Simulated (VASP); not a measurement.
# CaIr2S4 (Fd-3m) in VASP: a series of runs

CaIr2S4 is run at these levels: PBE; tasks: single point.

Everything below comes from runs of VASP 6.6.1. Logs are shortened: lines on timing, memory, paths and dates and some standing lists are left out, and cuts for length are marked.

## Step 1: The cell of the first run

The structure is cubic, space group Fd-3m (No. 227). The conventional cell has a = 10.497 Å, b = 10.497 Å, c = 10.497 Å, α = 90.00°, β = 90.00°, γ = 90.00°. Within 3.5 Å of Ca (site symmetry -43m) lie 4 S at 2.68 Å. Ir (site symmetry -3m) has 6 S at 2.41 Å within 3.2 Å. Within 3.2 Å of S (site symmetry 3m) lie 3 Ir at 2.41 Å and 1 Ca at 2.68 Å and 3 S at 3.04 Å.

## Step 2: Single point, PBE

INCAR reads:

```
SYSTEM = CaIr2S4
PREC = Accurate ; ENCUT = 500
EDIFF = 1E-6 ; ISMEAR = 0
SIGMA = 0.02 ; LREAL = .FALSE.
LASPH = .TRUE. ; NELM = 120
ALGO = Normal ; ISIF = 2
LWAVE = .FALSE. ; LCHARG = .FALSE.
GGA = PE ; NBANDS = 65
GGA_COMPAT = .FALSE.
```

KPOINTS reads:

```
Automatic mesh
0
G
  6 6 6
  0 0 0
```

POSCAR reads:

```
CaIr2S4
1.0
    0.0000000000      5.2485820923      5.2485820923
    5.2485820923      0.0000000000      5.2485820923
    5.2485820923      5.2485820923      0.0000000000
Ca Ir S
2 4 8
Direct
    0.2500000000      0.2500000000      0.2500000000
    0.0000000000      0.0000000000      0.0000000000
    0.1250000000      0.6250000000      0.6250000000
    0.6250000000      0.6250000000      0.1250000000
    0.6250000000      0.6250000000      0.6250000000
    0.6250000000      0.1250000000      0.6250000000
    0.3974826555      0.3974826555      0.3974826555
    0.8525173445      0.4424479665      0.8525173445
    0.3974826555      0.3974826555      0.8075520335
    0.8525173445      0.8525173445      0.8525173445
    0.4424479665      0.8525173445      0.8525173445
    0.8525173445      0.8525173445      0.4424479665
    0.3974826555      0.8075520335      0.3974826555
    0.8075520335      0.3974826555      0.3974826555
```

Potentials or basis: VASP PAW PBE potentials, release 64 (Ca_sv, Ir, S).

Started as:

```bash
$ cat potpaw_PBE.64/Ca_sv/POTCAR potpaw_PBE.64/Ir/POTCAR potpaw_PBE.64/S/POTCAR > POTCAR
$ mpirun -np 1 vasp_std > vasp.out
```

OUTCAR:

```text
SYSTEM = CaIr2S4
   PREC = Accurate
   ENCUT = 500
   EDIFF = 1E-6
   ISMEAR = 0
   LREAL = .FALSE.
   LASPH = .TRUE.
   NELM = 120
   ISIF = 2
   GGA = PE

 ion  position               nearest neighbor table
   1  0.250  0.250  0.250-   7 2.68   9 2.68  13 2.68  14 2.68
   2  0.000  0.000  0.000-   8 2.68  10 2.68  11 2.68  12 2.68
   3  0.125  0.625  0.625-   8 2.41  13 2.41   9 2.41  10 2.41  12 2.41   7 2.41
   4  0.625  0.625  0.125-   7 2.41  10 2.41   8 2.41  11 2.41  13 2.41  14 2.41
   5  0.625  0.625  0.625-   9 2.41  12 2.41  11 2.41   8 2.41  13 2.41  14 2.41
   6  0.625  0.125  0.625-  11 2.41  14 2.41  10 2.41   7 2.41  12 2.41   9 2.41
   7  0.397  0.397  0.397-   4 2.41   3 2.41   6 2.41   1 2.68
   8  0.853  0.442  0.853-   3 2.41   4 2.41   5 2.41   2 2.68
   9  0.397  0.397  0.808-   5 2.41   3 2.41   6 2.41   1 2.68
  10  0.853  0.853  0.853-   4 2.41   3 2.41   6 2.41   2 2.68
  11  0.442  0.853  0.853-   6 2.41   5 2.41   4 2.41   2 2.68
  12  0.853  0.853  0.442-   5 2.41   3 2.41   6 2.41   2 2.68
  13  0.397  0.808  0.397-   3 2.41   4 2.41   5 2.41   1 2.68
  14  0.808  0.397  0.397-   6 2.41   5 2.41   4 2.41   1 2.68

  LATTYP: Found a face centered cubic cell.
 ALAT       =    10.4971641846

  Lattice vectors:

 A1 = (   0.0000000000,   5.2485820923,   5.2485820923)
 A2 = (   5.2485820923,   0.0000000000,   5.2485820923)
 A3 = (   5.2485820923,   5.2485820923,   0.0000000000)

Analysis of symmetry for initial positions (statically):
=====================================================================
 Subroutine PRICEL returns:
 Original cell was already a primitive cell.

 Routine SETGRP: Setting up the symmetry group for a
 face centered cubic supercell.

 Subroutine GETGRP returns: Found 48 space group operations
 (whereof 24 operations were pure point group operations)
 out of a pool of 48 trial point group operations.

The static configuration has the point symmetry T_d .
 The point group associated with its full space group is O_h .

Analysis of symmetry for dynamics (positions and initial velocities):
=====================================================================
 Subroutine PRICEL returns:
 Original cell was already a primitive cell.

 Routine SETGRP: Setting up the symmetry group for a
 face centered cubic supercell.

 Subroutine GETGRP returns: Found 48 space group operations
 (whereof 24 operations were pure point group operations)
 out of a pool of 48 trial point group operations.

The dynamic configuration has the point symmetry T_d .
 The point group associated with its full space group is O_h .

 Subroutine INISYM returns: Found 48 space group operations
 (whereof 24 operations are pure point group operations),
 and found     1 'primitive' translations

----------------------------------------------------------------------------------------

                                     Primitive cell

  volume of cell :     289.1718

  direct lattice vectors                    reciprocal lattice vectors
     0.000000000  5.248582092  5.248582092    -0.095263824  0.095263824  0.095263824
     5.248582092  0.000000000  5.248582092     0.095263824 -0.095263824  0.095263824
     5.248582092  5.248582092  0.000000000     0.095263824  0.095263824 -0.095263824

  length of vectors
     7.422615978  7.422615978  7.422615978     0.165001783  0.165001783  0.165001783

  position of ions in fractional coordinates (direct lattice)
     0.250000000  0.250000000  0.250000000
     0.000000000  0.000000000  0.000000000
     0.125000000  0.625000000  0.625000000
     0.625000000  0.625000000  0.125000000
     0.625000000  0.625000000  0.625000000
     0.625000000  0.125000000  0.625000000
     0.397482655  0.397482655  0.397482655
     0.852517345  0.442447966  0.852517345
     0.397482655  0.397482655  0.807552034
     0.852517345  0.852517345  0.852517345
     0.442447966  0.852517345  0.852517345
     0.852517345  0.852517345  0.442447966
     0.397482655  0.807552034  0.397482655
     0.807552034  0.397482655  0.397482655

  ion indices of the primitive-cell ions
   primitive index   ion index
                 1           1
                 2           2
                 3           3
                 4           4
                 5           5
                 6           6
                 7           7
                 8           8
                 9           9
                10          10
                11          11
                12          12
                13          13
                14          14

----------------------------------------------------------------------------------------

 KPOINTS: Automatic mesh

Automatic generation of k-mesh.
 Grid dimensions read from file:
 generate k-points for:    6    6    6

 Generating k-lattice:

  Cartesian coordinates                     Fractional coordinates (reciprocal lattice)
    -0.015877304  0.015877304  0.015877304     0.166666667  0.000000000  0.000000000
     0.015877304 -0.015877304  0.015877304     0.000000000  0.166666667  0.000000000
     0.015877304  0.015877304 -0.015877304     0.000000000  0.000000000  0.166666667

  Length of vectors
     0.027500297  0.027500297  0.027500297

  Shift w.r.t. Gamma in fractional coordinates (k-lattice)
     0.000000000  0.000000000  0.000000000

 Subroutine IBZKPT returns following result:
 ===========================================

 Found     16 irreducible k-points:

 Following reciprocal coordinates:
            Coordinates               Weight
  0.000000  0.000000  0.000000      1.000000
  0.166667  0.000000  0.000000      8.000000
  0.333333  0.000000  0.000000      8.000000
  0.500000  0.000000  0.000000      4.000000
  0.166667  0.166667  0.000000      6.000000
  0.333333  0.166667  0.000000     24.000000
[... 8 lines left out ...]
 -0.333333  0.333333  0.166667     24.000000
 -0.333333  0.500000  0.166667     12.000000
   k-points           NKPTS =     16   k-points in BZ     NKDIM =     16   number of bands    NBANDS=     65
   number of dos      NEDOS =    301   number of ions     NIONS =     14
   total plane-waves  NPLWV = 157464
   dimension x,y,z NGX =    54 NGY =   54 NGZ =   54
   dimension x,y,z NGXF=   108 NGYF=  108 NGZF=  108
   ions per type =               2   4   8
   NGX,Y,Z   is equivalent  to a cutoff of  12.09, 12.09, 12.09 a.u.
   NGXF,Y,Z  is equivalent  to a cutoff of  24.19, 24.19, 24.19 a.u.
 SYSTEM =  CaIr2S4
   PREC   = accura    normal or accurate (medium, high low for compatibility)
   ISTART =      0    job   : 0-new  1-cont  2-samecut
   ICHARG =      2    charge: 1-file 2-atom 10-const
   ISPIN  =      1    spin polarized calculation?
   LNONCOLLINEAR =      F non collinear calculations
   LSORBIT =      F    spin-orbit coupling
   LASPH  =      T    aspherical Exc in radial PAW
   ENCUT  =  500.0 eV  36.75 Ry    6.06 a.u.  13.53 13.53 13.53*2*pi/ulx,y,z
   NELM   =    120;   NELMIN=  2; NELMDL= -5     # of ELM steps
   EDIFF  = 0.1E-05   stopping-criterion for ELM
   LREAL  =      F    real-space projection
   EDIFFG = 0.1E-04   stopping-criterion for IOM
   NSW    =      0    number of steps for IOM
   IBRION =     -1    ionic relax: 0-MD 1-quasi-New 2-CG
   NFREE  =      0    steps in history (QN), initial steepest desc. (CG)
   ISIF   =      2    stress and relaxation
   ISYM   =      2    0-nonsym 1-usesym 2-fastsym
   POTIM  = 0.5000    time-step for ionic-motion
   TEBEG  =    0.0;   TEEND  =   0.0 temperature during run
   PSTRESS=    0.0 pullay stress
   NELECT =     104.0000    total number of electrons
   NUPDOWN=      -1.0000    fix difference up-down
   EMIN   =  10.00;   EMAX   =-10.00  energy-range for DOS
   EFERMI =   0.00;   METHOD = LEGACY
   ISMEAR =     0;   SIGMA  =   0.02  broadening in eV -4-tet -1-fermi 0-gaus
   EFERMI_NEDOS =   21; number of points for ismear=-14 and -15
   IALGO  =     38    algorithm
   IMIX   =      4    mixing-type and parameters
     AMIX     =   0.40;   BMIX     =  1.00
     AMIX_MAG =   1.60;   BMIX_MAG =  1.00
  volume/ion in A,a.u.               =      20.66       139.39
  Fermi-wavevector in a.u.,A,eV,Ry     =   1.164217  2.200051 18.441354  1.355401
  Thomas-Fermi vector in A             =   2.300758
   LORBIT       =      0    0 simple, 1 ext, 2 COOP (PROOUT), +10 PAW based schemes
   GGA     = PE    functional components
   LHFCALC =     F    Hartree Fock is set to
   AEXX    =    0.0000 exact exchange contribution
   IVDW    =     0    specifies the selected vdW correction
   LEPSILON=     F    determine dielectric tensor
   LRPA    =     F    only Hartree local field effects (RPA)
 non-spin polarized calculation
 Gauss-broadening in eV      SIGMA  =   0.02
  energy-cutoff  :      500.00
  volume of cell :      289.17
 maximum number of plane-waves:      7391
   NGX = 27   NGY = 27   NGZ = 27

 number of electron     103.9999995 magnetization

 Free energy of the ion-electron system (eV)
  ---------------------------------------------------
  ext. energy  EPLUGINS =         0.00000000
  ---------------------------------------------------
  free energy    TOTEN  =       -82.81474713 eV

  energy without entropy =      -82.81474713  energy(sigma->0) =      -82.81474713

 E-fermi :   4.9453     XC(G=0):  -9.8631

 val. band max:        4.7729993030   @ k =   0.5000   0.5000   0.0000
 cond. band min:       6.0909783621   @ k =   0.5000   0.5000   0.0000
 fundamental gap:      1.3179790591
 Fermi energy:         4.9453255865

 k-point     1 :       0.0000    0.0000    0.0000
  band No.  band energies     occupation
      1     -35.6365      2.00000
      2     -35.6355      2.00000
      3     -16.7178      2.00000
      4     -16.7178      2.00000
      5     -16.7178      2.00000
      6     -16.7108      2.00000
[... 56 lines left out ...]
     63       8.2431      0.00000
     64       8.3262      0.00000

 k-point     2 :       0.1667    0.0000    0.0000
  band No.  band energies     occupation
      1     -35.6364      2.00000
      2     -35.6355      2.00000
      3     -16.7181      2.00000
      4     -16.7181      2.00000
      5     -16.7179      2.00000
      6     -16.7109      2.00000
[... 56 lines left out ...]
     63       8.2111      0.00000
     64       8.6819      0.00000

 k-point     3 :       0.3333    0.0000    0.0000
  band No.  band energies     occupation
      1     -35.6363      2.00000
      2     -35.6356      2.00000
      3     -16.7186      2.00000
      4     -16.7186      2.00000
      5     -16.7185      2.00000
      6     -16.7107      2.00000
[... 860 lines left out ...]
     63       8.9258      0.00000
     64       9.1371      0.00000

 k-point    16 :      -0.3333    0.5000    0.1667
  band No.  band energies     occupation
      1     -35.6360      2.00000
      2     -35.6360      2.00000
      3     -16.7203      2.00000
      4     -16.7203      2.00000
      5     -16.7145      2.00000
      6     -16.7145      2.00000
[... 56 lines left out ...]
     63       9.2507      0.00000
     64       9.2550      0.00000
 [bands above 64 left out]

------------------------ aborting loop because EDIFF is reached ----------------------------------------

  FORCE on cell =-STRESS in cart. coord.  units (eV):
  Direction    XX          YY          ZZ          XY          YZ          ZX
  --------------------------------------------------------------------------------------
  -------------------------------------------------------------------------------------
  Total        0.2821960      0.2821960      0.2821960      0.0000000     -0.0000000      0.0000000
  in kB        1.5635275      1.5635275      1.5635275      0.0000000     -0.0000000      0.0000000
  external PRESSURE =       1.5635275 kB  Pullay stress =       0.0000000 kB

 VOLUME and BASIS-vectors are now :
 -----------------------------------------------------------------------------
  energy-cutoff  :      500.00
  volume of cell :      289.17
      direct lattice vectors                 reciprocal lattice vectors
     0.000000000  5.248582092  5.248582092    -0.095263824  0.095263824  0.095263824
     5.248582092  0.000000000  5.248582092     0.095263824 -0.095263824  0.095263824
     5.248582092  5.248582092  0.000000000     0.095263824  0.095263824 -0.095263824

 POSITION                                       TOTAL-FORCE (eV/Angst)
 -----------------------------------------------------------------------------------
      2.62429      2.62429      2.62429         0.000000      0.000000      0.000000
      0.00000      0.00000      0.00000         0.000000      0.000000      0.000000
      6.56073      3.93644      3.93644         0.000000      0.000000      0.000000
      3.93644      3.93644      6.56073         0.000000      0.000000      0.000000
      6.56073      6.56073      6.56073         0.000000      0.000000      0.000000
      3.93644      6.56073      3.93644         0.000000      0.000000      0.000000
      4.17244      4.17244      4.17244        -0.005036     -0.005036     -0.005036
      6.79673      8.94901      6.79673        -0.005036      0.005036     -0.005036
      6.32472      6.32472      4.17244         0.005036      0.005036     -0.005036
      8.94901      8.94901      8.94901         0.005036      0.005036      0.005036
      8.94901      6.79673      6.79673         0.005036     -0.005036     -0.005036
      6.79673      6.79673      8.94901        -0.005036     -0.005036      0.005036
      6.32472      4.17244      6.32472         0.005036     -0.005036      0.005036
      4.17244      6.32472      6.32472        -0.005036      0.005036      0.005036
 -----------------------------------------------------------------------------------
    total drift:                               -0.000000     -0.000000     -0.000000

  FREE ENERGIE OF THE ION-ELECTRON SYSTEM (eV)
  ---------------------------------------------------
  free  energy   TOTEN  =       -82.8147471317 eV

  energy  without entropy=      -82.8147471317  energy(sigma->0) =      -82.81474713
```

It took 16 min on 1 thread of Intel Xeon 8259CL, shared host; peak memory 0.53 GiB.

What came out:

| Quantity | Value |
| --- | --- |
| Free energy | -82.8147 eV |
| Pressure | 0.2 GPa |
| Largest force | 0.009 eV/Å |
| Band gap on the k mesh | 1.32 eV |

Forces on the atoms (eV/Å):
```
Ca   0.000  0.000  0.000
Ca   0.000  0.000  0.000
Ir   0.000  0.000  0.000
Ir   0.000  0.000  0.000
Ir   0.000  0.000  0.000
Ir   0.000  0.000  0.000
S   -0.005 -0.005 -0.005
S   -0.005  0.005 -0.005
S    0.005  0.005 -0.005
S    0.005  0.005  0.005
S    0.005 -0.005 -0.005
S   -0.005 -0.005  0.005
S    0.005 -0.005  0.005
S   -0.005  0.005  0.005
```

Levels at points of the mesh, in eV from the valence-band top:
```csv
k point,band 49,band 50,band 51,band 52,band 53,band 54,band 55,band 56
"(0.00, 0.00, 0.00)",-0.87,-0.87,-0.87,-0.67,2.36,2.36,2.36,2.81
"(0.50, 0.00, 0.00)",-0.46,-0.33,-0.33,-0.08,1.89,1.89,2.03,2.03
"(0.50, 0.50, 0.00)",-0.25,-0.25,0.00,0.00,1.32,1.32,1.55,1.55
```

Caveat: spin-orbit coupling is left out, which moves the levels of the heavy elements. A k mesh can miss the band edges.

## Step 3: Single point, PBE (21.27 Å³/atom)

This run uses another cell than the first one, of 21.27 Å³/atom.

INCAR reads:

```
PREC = Accurate
ENCUT = 500
EDIFF = 1E-6
ISMEAR = 0
SIGMA = 0.02
LREAL = False
LASPH = True
NELM = 120
ALGO = Normal
ISIF = 2
LWAVE = False
LCHARG = True
GGA = PE
LELF = True
LVHAR = True
NBANDS = 65
GGA_COMPAT = False
```

KPOINTS reads:

```
Automatic mesh
0
Gamma
  6 6 6
```

POSCAR reads:

```
CaIr2S4
1.0
    0.0000000000      5.3005516315      5.3005516315
    5.3005516315      0.0000000000      5.3005516315
    5.3005516315      5.3005516315      0.0000000000
Ca Ir S
2 4 8
Direct
    0.2500000000      0.2500000000      0.2500000000
    0.0000000000      0.0000000000      0.0000000000
    0.1250000000      0.6250000000      0.6250000000
    0.6250000000      0.6250000000      0.1250000000
    0.6250000000      0.6250000000      0.6250000000
    0.6250000000      0.1250000000      0.6250000000
    0.3981250836      0.3981250836      0.3981250836
    0.8518749164      0.4443752508      0.8518749164
    0.3981250836      0.3981250836      0.8056247492
    0.8518749164      0.8518749164      0.8518749164
    0.4443752508      0.8518749164      0.8518749164
    0.8518749164      0.8518749164      0.4443752508
    0.3981250836      0.8056247492      0.3981250836
    0.8056247492      0.3981250836      0.3981250836
```

Potentials or basis: VASP PAW PBE potentials, release 64 (Ca_sv, Ir, S).

Started as:

```bash
$ cat potpaw_PBE.64/Ca_sv/POTCAR potpaw_PBE.64/Ir/POTCAR potpaw_PBE.64/S/POTCAR > POTCAR
$ mpirun -np 1 vasp_std > vasp.out
```

Run time: 15 min. Hardware: 1 thread of Intel Xeon 8259CL, shared host; peak memory 0.57 GiB.

The run converged. Its results:

```yaml
Free_energy: -82.7472 eV
Pressure: -2.7 GPa
Largest_force: 0.007 eV/Å
Band_gap_on_the_k_mesh: 1.30 eV
```

Forces in eV/Å, atoms in the order of the input:
```
Ca   0.000  0.000  0.000
Ca   0.000  0.000  0.000
Ir   0.000  0.000  0.000
Ir   0.000  0.000  0.000
Ir   0.000  0.000  0.000
Ir   0.000  0.000  0.000
S   -0.004 -0.004 -0.004
S   -0.004  0.004 -0.004
S    0.004  0.004 -0.004
S    0.004  0.004  0.004
S    0.004 -0.004 -0.004
S   -0.004 -0.004  0.004
S    0.004 -0.004  0.004
S   -0.004  0.004  0.004
```

Levels at points of the mesh, in eV from the valence-band top:
| k point | band 49 | band 50 | band 51 | band 52 | band 53 | band 54 | band 55 | band 56 |
| --- | --- | --- | --- | --- | --- | --- | --- | --- |
| (0.00, 0.00, 0.00) | -0.82 | -0.82 | -0.82 | -0.61 | 2.33 | 2.33 | 2.33 | 2.80 |
| (0.50, 0.00, 0.00) | -0.43 | -0.30 | -0.30 | -0.08 | 1.87 | 1.87 | 2.00 | 2.00 |
| (0.50, 0.50, 0.00) | -0.23 | -0.23 | 0.00 | 0.00 | 1.30 | 1.30 | 1.57 | 1.57 |

Caveat: spin-orbit coupling is left out, which moves the levels of the heavy elements.

(Continued in part 2 of 2.)
